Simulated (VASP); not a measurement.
LiH:

```
Li H
1.0
     3.24541    0.00000    0.00000
    -1.62271    2.81963    0.00000
     0.00000    0.00000    4.06844
Li H
2 2
Direct
  0.33342 0.66684 0.93750
  0.66658 0.33316 0.43750
  0.33365 0.66730 0.43750
  0.66635 0.33270 0.93750
```

This cell differs from its parent crystal: uniaxial x strain -0.3%.

Base run:

| Property | Result |
| --- | --- |
| Program | VASP 6.6.1 |
| Functional | HSE06 |
| Potentials or basis | VASP PAW PBE potentials, release 64 (Li_sv, H) |
| Cutoff | 520 eV |
| k mesh | 6 × 6 × 4 |
| Occupations | gaussian, width 0.01 eV |
| Spin | no spin polarisation |

Its results: band gap on the k mesh 2.74 eV, indirect (least direct gap 4.04 eV).

**Question.** The run is repeated on the same cell with these changes: functional from HSE06 to r2SCAN; k mesh from 6 × 6 × 4 to 12 × 12 × 6. What comes out?

**Answer.** Band gap on the k mesh 2.30 eV, indirect (least direct gap 3.60 eV).

Several settings changed at once, so the effect can't be laid on one alone.

A k mesh can miss the band edges.
